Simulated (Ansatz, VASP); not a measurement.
# BaTiO3: VASP beside Ansatz

```
Ba Ti O
1.0
     2.79910    1.61606    2.36546
    -2.79910    1.61606    2.36546
     0.00000   -3.23211    2.36546
Ba Ti O
1 1 3
Direct
  0.00000 0.00000 0.00000
  0.48450 0.48450 0.48450
  0.50860 0.50860 0.01750
  0.01750 0.50860 0.50860
  0.50860 0.01750 0.50860
```

Alike in both runs: task single point; functional PBEsol; k mesh 6 × 6 × 6; occupations fermi-dirac, width 0.05 eV; no spin polarisation.

```csv
,VASP,Ansatz
version,VASP 6.6.1,Ansatz 0.2.0
potentials or method,"VASP PAW PBE potentials, release 64 (Ba_sv, Ti_sv, O), cutoff 520 eV","plane waves, PAW"
valence electrons in the cell,40,40
```

```tsv
	VASP	Ansatz	Ansatz less VASP
pressure (GPa)	0.9	-0.9	-1.86
traceless stress, the component that is largest in VASP (GPa)	-4.77	-4.57	+0.200
```

VASP's potentials were made for PBE, not for PBEsol. Ansatz's warnings: stress scf threshold loose, structure snapped to symmetry.

Spin-orbit coupling is off throughout.
